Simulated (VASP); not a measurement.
# SiC (I-4m2) in VASP: further runs

SiC is run at these levels: r2SCAN; tasks: single point.

All numbers are computed with VASP 6.6.1; they aren't measurements. Logs are shortened: lines on timing, memory, paths and dates and some standing lists are left out, and cuts for length are marked.

## 1. The cell of the first run

It takes space group I-4m2 (No. 119, tetragonal). Conventional cell: a = 3.157 Å, b = 3.157 Å, c = 4.284 Å, α = 90.00°, β = 90.00°, γ = 90.00°. Si (site symmetry -4m2) has 4 C at 1.91 Å within 2.5 Å. Within 2.5 Å of C (site symmetry -4m2) lie 4 Si at 1.91 Å.

## 2. Single point, r2SCAN (epitaxial xy strain +2.5%)

POSCAR reads:

```
SiC
1.0
    0.0000000000      2.2325036536      2.1419434071
    2.2325036536      0.0000000000      2.1419434071
    2.2325036536      2.2325036536      0.0000000000
Si C
1 1
Direct
    0.0000000000      0.0000000000      0.0000000000
    0.2500000000      0.2500000000      0.2500000000
```

INCAR.step1 reads:

```
PREC = Accurate
ENCUT = 520
ISMEAR = 0
SIGMA = 0.01
LREAL = F
LASPH = T
NELM = 60
NBANDS = 11
GGA = PE
ALGO = Normal
EDIFF = 1E-4
LWAVE = T
LCHARG = F
```

INCAR.step2 reads:

```
PREC = Accurate
ENCUT = 520
EDIFF = 1E-6
ISMEAR = 0
SIGMA = 0.01
LREAL = F
LASPH = T
NELM = 60
ALGO = Normal
ISIF = 2
LWAVE = F
LCHARG = F
METAGGA = R2SCAN
LMIXTAU = T
NBANDS = 11
ISTART = 1
```

KPOINTS reads:

```
Automatic mesh
0
Gamma
  10 10 10
```

Potentials or basis: VASP PAW PBE potentials, release 64 (Si, C).

Command:

```sh
$ cat potpaw_PBE.64/Si/POTCAR potpaw_PBE.64/C/POTCAR > POTCAR
$ cp INCAR.step1 INCAR
$ mpirun -np 1 vasp_std > vasp.out
$ cp INCAR.step2 INCAR
$ mpirun -np 1 vasp_std > vasp.out
```

OUTCAR:

```text
PREC = Accurate
   ENCUT = 520
   EDIFF = 1E-6
   ISMEAR = 0
   LREAL = F
   LASPH = T
   NELM = 60
   ISIF = 2
   METAGGA = R2SCAN
   ISTART = 1

 ion  position               nearest neighbor table
   1  0.000  0.000  0.000-   2 1.91   2 1.91   2 1.91   2 1.91
   2  0.250  0.250  0.250-   1 1.91   1 1.91   1 1.91   1 1.91

  LATTYP: Found a body centered tetragonal cell.
 ALAT       =     3.1572369450
 C/A-ratio  =     1.3568467900

  Lattice vectors:

 A1 = (   0.0000000000,  -2.2325036536,  -2.1419434071)
 A2 = (   0.0000000000,   2.2325036536,  -2.1419434071)
 A3 = (   2.2325036536,   0.0000000000,   2.1419434071)

Analysis of symmetry for initial positions (statically):
=====================================================================
 Subroutine PRICEL returns:
 Original cell was already a primitive cell.

 Routine SETGRP: Setting up the symmetry group for a
 body centered tetragonal supercell.

 Subroutine GETGRP returns: Found  8 space group operations
 (whereof  8 operations were pure point group operations)
 out of a pool of 16 trial point group operations.

The static configuration has the point symmetry D_2d.

Analysis of symmetry for dynamics (positions and initial velocities):
=====================================================================
 Subroutine PRICEL returns:
 Original cell was already a primitive cell.

 Routine SETGRP: Setting up the symmetry group for a
 body centered tetragonal supercell.

 Subroutine GETGRP returns: Found  8 space group operations
 (whereof  8 operations were pure point group operations)
 out of a pool of 16 trial point group operations.

The dynamic configuration has the point symmetry D_2d.

 Subroutine INISYM returns: Found  8 space group operations
 (whereof  8 operations are pure point group operations),
 and found     1 'primitive' translations

----------------------------------------------------------------------------------------

                                     Primitive cell

  volume of cell :      21.3512

  direct lattice vectors                    reciprocal lattice vectors
     0.000000000  2.232503654  2.141943407    -0.223963799  0.223963799  0.233432871
     2.232503654  0.000000000  2.141943407     0.223963799 -0.223963799  0.233432871
     2.232503654  2.232503654  0.000000000     0.223963799  0.223963799 -0.233432871

  length of vectors
     3.093863947  3.093863947  3.157236945     0.393459620  0.393459620  0.393459620

  position of ions in fractional coordinates (direct lattice)
     0.000000000  0.000000000  0.000000000
     0.250000000  0.250000000  0.250000000

  ion indices of the primitive-cell ions
   primitive index   ion index
                 1           1
                 2           2

----------------------------------------------------------------------------------------

 KPOINTS: Automatic mesh

Automatic generation of k-mesh.
 Grid dimensions read from file:
 generate k-points for:   10   10   10

 Generating k-lattice:

  Cartesian coordinates                     Fractional coordinates (reciprocal lattice)
    -0.022396380  0.022396380  0.023343287     0.100000000  0.000000000  0.000000000
     0.022396380 -0.022396380  0.023343287     0.000000000  0.100000000  0.000000000
     0.022396380  0.022396380 -0.023343287     0.000000000  0.000000000  0.100000000

  Length of vectors
     0.039345962  0.039345962  0.039345962

  Shift w.r.t. Gamma in fractional coordinates (k-lattice)
     0.000000000  0.000000000  0.000000000

 Subroutine IBZKPT returns following result:
 ===========================================

 Found    102 irreducible k-points:

 Following reciprocal coordinates:
            Coordinates               Weight
  0.000000  0.000000  0.000000      1.000000
  0.100000  0.000000  0.000000      8.000000
  0.200000  0.000000  0.000000      8.000000
  0.300000  0.000000  0.000000      8.000000
  0.400000  0.000000  0.000000      8.000000
  0.500000  0.000000  0.000000      4.000000
[... 16 lines left out ...]
  0.300000  0.300000  0.000000      2.000000
  0.400000  0.300000  0.000000      8.000000
 [... further k-points ...]
   k-points           NKPTS =    102   k-points in BZ     NKDIM =    102   number of bands    NBANDS=     11
   number of dos      NEDOS =    301   number of ions     NIONS =      2
   total plane-waves  NPLWV =  13824
   dimension x,y,z NGX =    24 NGY =   24 NGZ =   24
   dimension x,y,z NGXF=    48 NGYF=   48 NGZF=   48
   ions per type =               1   1
   NGX,Y,Z   is equivalent  to a cutoff of  12.90, 12.90, 12.64 a.u.
   NGXF,Y,Z  is equivalent  to a cutoff of  25.79, 25.79, 25.27 a.u.
 SYSTEM =  unknown system
   PREC   = accura    normal or accurate (medium, high low for compatibility)
   ISTART =      1    job   : 0-new  1-cont  2-samecut
   ICHARG =      0    charge: 1-file 2-atom 10-const
   ISPIN  =      1    spin polarized calculation?
   LNONCOLLINEAR =      F non collinear calculations
   LSORBIT =      F    spin-orbit coupling
   LASPH  =      T    aspherical Exc in radial PAW
   ENCUT  =  520.0 eV  38.22 Ry    6.18 a.u.   5.75  5.75  5.87*2*pi/ulx,y,z
   NELM   =     60;   NELMIN=  2; NELMDL=  0     # of ELM steps
   EDIFF  = 0.1E-05   stopping-criterion for ELM
   LREAL  =      F    real-space projection
   EDIFFG = 0.1E-04   stopping-criterion for IOM
   NSW    =      0    number of steps for IOM
   IBRION =     -1    ionic relax: 0-MD 1-quasi-New 2-CG
   NFREE  =      0    steps in history (QN), initial steepest desc. (CG)
   ISIF   =      2    stress and relaxation
   ISYM   =      2    0-nonsym 1-usesym 2-fastsym
   POTIM  = 0.5000    time-step for ionic-motion
   TEBEG  =    0.0;   TEEND  =   0.0 temperature during run
   PSTRESS=    0.0 pullay stress
   NELECT =       8.0000    total number of electrons
   NUPDOWN=      -1.0000    fix difference up-down
   EMIN   =  10.00;   EMAX   =-10.00  energy-range for DOS
   EFERMI =   0.00;   METHOD = LEGACY
   ISMEAR =     0;   SIGMA  =   0.01  broadening in eV -4-tet -1-fermi 0-gaus
   EFERMI_NEDOS =   21; number of points for ismear=-14 and -15
   IALGO  =     38    algorithm
   IMIX   =      4    mixing-type and parameters
     AMIX     =   0.40;   BMIX     =  1.00
     AMIX_MAG =   1.60;   BMIX_MAG =  1.00
  volume/ion in A,a.u.               =      10.68        72.04
  Fermi-wavevector in a.u.,A,eV,Ry     =   1.180223  2.230298 18.951911  1.392926
  Thomas-Fermi vector in A             =   2.316519
   LORBIT       =      0    0 simple, 1 ext, 2 COOP (PROOUT), +10 PAW based schemes
   METAGGA = R2SCAN    functional components
   LHFCALC =     F    Hartree Fock is set to
   AEXX    =    0.0000 exact exchange contribution
   IVDW    =     0    specifies the selected vdW correction
   LEPSILON=     F    determine dielectric tensor
   LRPA    =     F    only Hartree local field effects (RPA)
 non-spin polarized calculation
 Gauss-broadening in eV      SIGMA  =   0.01
  energy-cutoff  :      520.00
  volume of cell :       21.35
 maximum number of plane-waves:       586
   NGX = 11   NGY = 11   NGZ = 11

 number of electron       8.0000001 magnetization

 Free energy of the ion-electron system (eV)
  ---------------------------------------------------
  ext. energy  EPLUGINS =         0.00000000
  ---------------------------------------------------
  free energy    TOTEN  =       -19.29123710 eV

  energy without entropy =      -19.29123710  energy(sigma->0) =      -19.29123710

 E-fermi :   7.9698     XC(G=0): -11.7960

 val. band max:        7.8239758246   @ k =   0.0000   0.0000   0.0000
 cond. band min:       9.1421916301   @ k =   0.5000   0.5000   0.0000
 fundamental gap:      1.3182158055
 Fermi energy:         7.9698178941

 k-point     1 :       0.0000    0.0000    0.0000
  band No.  band energies     occupation
      1      -8.2931      2.00000
      2       7.5528      2.00000
      3       7.5529      2.00000
      4       7.8240      2.00000
      5      14.0684      0.00000
      6      15.1750      0.00000
      7      15.3082      0.00000
      8      15.3082      0.00000
      9      22.0217      0.00000
     10      23.2032      0.00000
     11      24.8970      0.00000

 k-point     2 :       0.1000    0.0000    0.0000
  band No.  band energies     occupation
      1      -8.0955      2.00000
      2       6.5867      2.00000
      3       7.3939      2.00000
      4       7.6244      2.00000
      5      14.3696      0.00000
      6      15.3759      0.00000
      7      15.5410      0.00000
      8      15.6692      0.00000
      9      21.2464      0.00000
     10      22.1379      0.00000
     11      24.8218      0.00000

 k-point     3 :       0.2000    0.0000    0.0000
  band No.  band energies     occupation
      1      -7.5128      2.00000
      2       4.4167      2.00000
      3       7.0285      2.00000
      4       7.3379      2.00000
      5      14.0728      0.00000
      6      15.8084      0.00000
      7      15.9595      0.00000
      8      16.9027      0.00000
      9      20.8568      0.00000
     10      21.2762      0.00000
     11      23.9529      0.00000

 k-point     4 :       0.3000    0.0000    0.0000
  band No.  band energies     occupation
      1      -6.5866      2.00000
      2       2.0603      2.00000
      3       6.6500      2.00000
      4       7.0513      2.00000
      5      13.6215      0.00000
      6      15.5470      0.00000
      7      16.0677      0.00000
      8      18.0139      0.00000
      9      21.8264      0.00000
     10      21.9926      0.00000
     11      23.6459      0.00000
[... 239 lines left out ...]
 k-point    22 :      -0.2000    0.2000    0.0000
  band No.  band energies     occupation
      1      -6.3220      2.00000
      2       2.7840      2.00000
      3       4.6069      2.00000
      4       6.7184      2.00000
      5      14.2465      0.00000
      6      16.1126      0.00000
      7      16.3032      0.00000
      8      17.5404      0.00000
      9      19.6116      0.00000
     10      23.4428      0.00000
     11      27.9188      0.00000

 k-point    23 :       0.3000    0.3000    0.0000
  band No.  band energies     occupation
      1      -5.8893      2.00000
      2       3.3417      2.00000
      3       4.9732      2.00000
      4       4.9732      2.00000
      5      11.1099      0.00000
      6      13.3588      0.00000
      7      19.6250      0.00000
      8      19.6250      0.00000
      9      21.0858      0.00000
     10      24.8923      0.00000
     11      30.2193      0.00000

 k-point    24 :       0.4000    0.3000    0.0000
  band No.  band energies     occupation
      1      -4.9990      2.00000
      2       2.0329      2.00000
      3       4.3254      2.00000
      4       4.6779      2.00000
      5      10.7423      0.00000
      6      13.2416      0.00000
      7      19.8328      0.00000
      8      19.9739      0.00000
      9      22.3980      0.00000
     10      26.1783      0.00000
     11      29.7475      0.00000

 [... further k-points ...]

------------------------ aborting loop because EDIFF is reached ----------------------------------------

  FORCE on cell =-STRESS in cart. coord.  units (eV):
  Direction    XX          YY          ZZ          XY          YZ          ZX
  --------------------------------------------------------------------------------------
  -------------------------------------------------------------------------------------
  Total       -1.4299338     -1.4299338     -0.0152887      0.0000000     -0.0000000      0.0000000
  in kB     -107.3011008   -107.3011008     -1.1472486      0.0000000     -0.0000000      0.0000000
  external PRESSURE =     -71.9164834 kB  Pullay stress =       0.0000000 kB

 VOLUME and BASIS-vectors are now :
 -----------------------------------------------------------------------------
  energy-cutoff  :      520.00
  volume of cell :       21.35
      direct lattice vectors                 reciprocal lattice vectors
     0.000000000  2.232503654  2.141943407    -0.223963799  0.223963799  0.233432871
     2.232503654  0.000000000  2.141943407     0.223963799 -0.223963799  0.233432871
     2.232503654  2.232503654  0.000000000     0.223963799  0.223963799 -0.233432871

 POSITION                                       TOTAL-FORCE (eV/Angst)
 -----------------------------------------------------------------------------------
      0.00000      0.00000      0.00000        -0.000000     -0.000000     -0.000000
      1.11625      1.11625      1.07097         0.000000      0.000000      0.000000
 -----------------------------------------------------------------------------------
    total drift:                               -0.000001     -0.000001      0.000000

  FREE ENERGIE OF THE ION-ELECTRON SYSTEM (eV)
  ---------------------------------------------------
  free  energy   TOTEN  =       -19.2912371018 eV

  energy  without entropy=      -19.2912371018  energy(sigma->0) =      -19.29123710
```

Run time: 45 s. Hardware: 1 thread of AMD EPYC 9R45 (Zen 5), shared host; peak memory 0.12 GiB.

Results:

| Quantity | Value |
| --- | --- |
| Free energy | -19.2912 eV |
| Pressure | -7.2 GPa |
| Band gap on the k mesh | 1.32 eV, indirect (least direct gap 4.97 eV) |

Caveat: the cell differs from its parent crystal (epitaxial xy strain +2.5%); the PAW data sets were made with another functional, which shifts forces and pressure a little. A k mesh can miss the band edges.

## 3. Single point, r2SCAN (epitaxial xy strain +3.0%)

POSCAR reads:

```
SiC
1.0
    0.0000000000      2.2433939153      2.1344433457
    2.2433939153      0.0000000000      2.1344433457
    2.2433939153      2.2433939153      0.0000000000
Si C
1 1
Direct
    0.0000000000      0.0000000000      0.0000000000
    0.2500000000      0.2500000000      0.2500000000
```

INCAR.step1 reads:

```
SYSTEM = SiC
ALGO     = Normal         ! electronic algorithm
EDIFF    = 1E-4           ! SCF threshold, eV
ENCUT    = 520            ! plane-wave cutoff, eV
GGA      = PE             ! functional
ISMEAR   = 0              ! smearing method
LASPH    = .TRUE.         ! aspherical terms in the spheres
LCHARG   = .FALSE.        ! write CHGCAR
LREAL    = .FALSE.        ! projectors in reciprocal space
LWAVE    = .TRUE.         ! write WAVECAR
NBANDS   = 11             ! bands
NELM     = 80             ! most SCF steps
PREC     = Accurate       ! precision mode
SIGMA    = 0.01           ! smearing width, eV
```

INCAR.step2 reads:

```
SYSTEM = SiC
ALGO     = Normal         ! electronic algorithm
EDIFF    = 1E-6           ! SCF threshold, eV
ENCUT    = 520            ! plane-wave cutoff, eV
ISIF     = 2              ! what is computed and relaxed
ISMEAR   = 0              ! smearing method
ISTART   = 1            
LASPH    = .TRUE.         ! aspherical terms in the spheres
LCHARG   = .FALSE.        ! write CHGCAR
LMIXTAU  = .TRUE.       
LREAL    = .FALSE.        ! projectors in reciprocal space
LWAVE    = .FALSE.        ! write WAVECAR
METAGGA  = R2SCAN         ! meta-GGA
NBANDS   = 11             ! bands
NELM     = 80             ! most SCF steps
PREC     = Accurate       ! precision mode
SIGMA    = 0.01           ! smearing width, eV
```

KPOINTS reads:

```
k-points
0
G
  10 10 10
  0 0 0
```

Potentials or basis: VASP PAW PBE potentials, release 64 (Si, C).

Command:

```sh
$ cat potpaw_PBE.64/Si/POTCAR potpaw_PBE.64/C/POTCAR > POTCAR
$ cp INCAR.step1 INCAR
$ mpirun -np 1 vasp_std > vasp.out
$ cp INCAR.step2 INCAR
$ mpirun -np 1 vasp_std > vasp.out
```

It took 45 s on 1 thread of AMD EPYC 9R45 (Zen 5), shared host; peak memory 0.12 GiB.

Results (log left out):

* Free energy: -19.2761 eV
* Pressure: -8.5 GPa
* Band gap on the k mesh: 1.24 eV, indirect (least direct gap 4.95 eV)

Stress tensor (GPa, compression positive):
```
-12.64   0.00   0.00
  0.00 -12.64   0.00
  0.00   0.00  -0.10
```

Levels at points of the mesh, in eV from the valence-band top:
```
           k point  band 2  band 3  band 4  band 5  band 6  band 7
(0.00, 0.00, 0.00)   -0.32   -0.32    0.00    6.13    7.25    7.42
(0.50, 0.00, 0.00)   -8.83   -1.61   -1.03    5.23    7.01    7.92
(0.50, 0.50, 0.00)   -7.74   -3.83   -3.83    1.24    3.87   14.30
(0.50, 0.00, 0.50)   -8.36   -3.32   -3.25    1.70    4.76   13.72
```

Caveat: the cell differs from its parent crystal (epitaxial xy strain +3.0%); the PAW data sets were made with another functional, which shifts forces and pressure a little. A k mesh can miss the band edges.
